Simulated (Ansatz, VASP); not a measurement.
Given: the input of a run of Ansatz 0.2.0 on LiCl.

The input input.yaml:

```yaml
crystal:
  lattice:
    - [0.0, 2.56477, 2.56477]
    - [2.56477, 0.0, 2.56477]
    - [2.56477, 2.56477, 0.0]
  atoms:
    - { symbol: Cl, position: [0.5, 0.5, 0.5] }
    - { symbol: Li, position: [0.0, 0.0, 0.0] }
hamiltonian:
  xc:
    exchange: pbe
    correlation: pbe
    exx: { coeff: 0.35, omega: 0.2078699 }
  pseudopotentials: { kind: paw }
kpoints:
  mp_grid: { grid: [5, 5, 5] }
scf:
  occupations: { method: fermi_dirac, width: 0.05 }
output:
  forces: true
  stress: true
  eigenvalues: true
```

Potentials or basis: Ansatz PAW.

Launch:

```sh
$ ansatz run input.yaml --threads 1 --pin off --max-ram 3584MiB --backend cpu --events-out ev --progress --plain --runs-dir out
```

Problem. Translate it to VASP 6.6.1. Potentials there: VASP PAW PBE potentials, release 64 (Cl, Li_sv).

Solution. As run (the cutoff follows the program's own potentials):

Contents of POSCAR:

```
LiCl
1.0
    0.0000000000      2.5647700000      2.5647700000
    2.5647700000      0.0000000000      2.5647700000
    2.5647700000      2.5647700000      0.0000000000
Cl Li
1 1
Direct
    0.5000000000      0.5000000000      0.5000000000
    0.0000000000      0.0000000000      0.0000000000
```

The input INCAR.step1:

```
SYSTEM = LiCl
  PREC = Accurate
  ENCUT = 520
  EDIFF = 1E-5
  ISMEAR = -1
  SIGMA = 0.05
  LREAL = .False.
  LASPH = .True.
  NELM = 60
  ALGO = Normal
  ISIF = 2
  LWAVE = .True.
  LCHARG = .False.
  GGA = PE
  NBANDS = 12
```

INCAR.step2

```
SYSTEM = LiCl
  PREC = Accurate
  ENCUT = 520
  EDIFF = 1E-6
  ISMEAR = -1
  SIGMA = 0.05
  LREAL = .False.
  LASPH = .True.
  NELM = 60
  ALGO = Normal
  ISIF = 2
  LWAVE = .False.
  LCHARG = .False.
  GGA = PE
  LHFCALC = .True.
  AEXX = 0.35
  HFSCREEN = 0.2078699
  PRECFOCK = Normal
  ISTART = 1
  NBANDS = 12
```

Contents of KPOINTS:

```
Automatic mesh
0
Gamma
  5 5 5
  0 0 0
```

Potentials or basis: VASP PAW PBE potentials, release 64 (Cl, Li_sv).

Run with:

```console
$ cat potpaw_PBE.64/Cl/POTCAR potpaw_PBE.64/Li_sv/POTCAR > POTCAR
$ cp INCAR.step1 INCAR
$ mpirun -np 1 vasp_std > vasp.out
$ cp INCAR.step2 INCAR
$ mpirun -np 1 vasp_std > vasp.out
```

Both were run:

|  | VASP | Ansatz | Ansatz less VASP |
| --- | --- | --- | --- |
| gap on the k mesh at the Fermi level (eV) | 8.30 | 8.30 | -0.002 |
| least direct gap on the mesh (eV) | 8.30 | 8.30 | -0.002 |

VASP's potentials were made for PBE, not for PBE-based screened hybrid.

The k mesh is coarse, so the values compare programs but aren't converged. Noted on VASP's run: the cutoff is under 1.25 times that of the potentials, so the pressure is a little rough. Noted on Ansatz's run: odd divisions of the mesh miss points on the zone boundary, where band edges often lie, so the gap on the mesh can be too wide.
